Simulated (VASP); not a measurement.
Wanted: the native input for a VASP 6.6.1 run.

- Task: single point
- Functional: LDA
- Potentials or basis: VASP PAW LDA potentials, release 64 (Al, Ga_d, N)
- Cutoff: 520 eV
- k mesh: 8 × 8 × 6
- Occupations: gaussian, width 0.05 eV
- Spin: no spin polarisation
- Dipole correction: no
- Further INCAR settings: ALGO = Normal; EDIFF = 1e-06; NBANDS = 21

The structure of AlGaN2 lies in POSCAR:

```
AlGaN2
1.0
    3.1152864669      0.0000000000      0.0000000000
    0.0000000000      3.1152864669      0.0000000000
    0.0000000000      0.0000000000      4.3843302008
Al Ga N
1 1 2
Direct
    0.5000000000      0.5000000000      0.5000000000
    0.0000000000      0.0000000000      0.0000000000
    0.5000000000      0.0000000000      0.7400513254
    0.0000000000      0.5000000000      0.2599486746
```

These files were run (other wordings do the same):

INCAR

```
SYSTEM = AlGaN2
PREC     = Accurate       ! precision mode
ENCUT    = 520            ! plane-wave cutoff, eV
EDIFF    = 1E-6           ! SCF threshold, eV
ISMEAR   = 0              ! smearing method
SIGMA    = 0.05           ! smearing width, eV
LREAL    = .False.        ! projectors in reciprocal space
LASPH    = .True.         ! aspherical terms in the spheres
NELM     = 60             ! most SCF steps
ALGO     = Normal         ! electronic algorithm
ISIF     = 2              ! what is computed and relaxed
LWAVE    = .False.        ! write WAVECAR
LCHARG   = .False.        ! write CHGCAR
NBANDS   = 21             ! bands
```

KPOINTS

```
regular mesh
0
Gamma
  8 8 6
  0 0 0
```

Potentials or basis: VASP PAW LDA potentials, release 64 (Al, Ga_d, N).

Command:

```console
$ cat potpaw_LDA.64/Al/POTCAR potpaw_LDA.64/Ga_d/POTCAR potpaw_LDA.64/N/POTCAR > POTCAR
$ mpirun -np 1 vasp_std > vasp.out
```

It gave:

```
Pressure               : 0.9 GPa
Largest force          : 0.030 eV/Å
Band gap on the k mesh : 3.07 eV, direct
```

It took 15 s on 1 thread of Intel(R) Xeon(R) 6975P-C (Granite Rapids), on a shared host, peak memory 0.17 GiB.
